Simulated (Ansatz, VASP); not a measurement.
## Ir: VASP beside Ansatz

The input INCAR:

```
PREC = Accurate ; ENCUT = 520
EDIFF = 1E-6 ; ISMEAR = -1
SIGMA = 0.05 ; LREAL = False
LASPH = True ; NELM = 150
ALGO = Normal ; ISIF = 2
LWAVE = False ; LCHARG = False
ISPIN = 2 ; MAGMOM = 1
LORBIT = 11 ; LMAXMIX = 4
GGA = CA ; NBANDS = 14
```

KPOINTS

```
regular mesh
0
Gamma
  23 23 23
```

Contents of POSCAR:

```
Ir
1.0
    0.0000000000      1.8535864588      1.8535864588
    1.8535864588      0.0000000000      1.8535864588
    1.8535864588      1.8535864588      0.0000000000
Ir
1
Direct
    0.0000000000      0.0000000000      0.0000000000
```

Input for Ansatz:

```yaml
crystal:
  lattice:
    - [0.0, 1.8535864588, 1.8535864588]
    - [1.8535864588, 0.0, 1.8535864588]
    - [1.8535864588, 1.8535864588, 0.0]
  atoms:
    - { symbol: Ir, position: [0.0, 0.0, 0.0], spin: 1.0 }
hamiltonian:
  xc: lda
  pseudopotentials:
    kind: paw
    azcp:
      Ir: "pseudopotentials/Ir.paw.azcp"
basis:
  ecutwfc: 420
  fft_grid_basis: typed
kpoints:
  mp_grid: { grid: [23, 23, 23], shift: [0, 0, 0] }
magnetization:
  spin_polarized: true
scf:
  occupations: { method: fermi_dirac, width: 0.05 }
output:
  stress: true
```

Alike in both runs: task single point; functional LDA; k mesh 23 × 23 × 23; occupations fermi-dirac, width 0.05 eV; collinear spin.

|  | VASP | Ansatz |
| --- | --- | --- |
| version | VASP 6.6.1 | Ansatz 0.2.0 |
| potentials or method | VASP PAW LDA potentials, release 64 (Ir), cutoff 520 eV | plane waves (420 eV) with PAW, scalar-relativistic |
| valence electrons in the cell | 9 | 17 |

|  | VASP | Ansatz | Ansatz less VASP |
| --- | --- | --- | --- |
| net moment per atom (μB) | 0.00 | 0.00 | 0.000 |

Ansatz warns that its potentials were made for another functional, while VASP's fit it. LDA's correlation is that of Perdew and Zunger in VASP and of Perdew and Wang (1992) in Ansatz. VASP's potentials hold 9 valence electrons a cell and Ansatz's 17, so a difference there can come from the potentials and not from the codes. Ansatz's warnings: seeded moment not kept.

Neither program's run includes spin-orbit coupling.
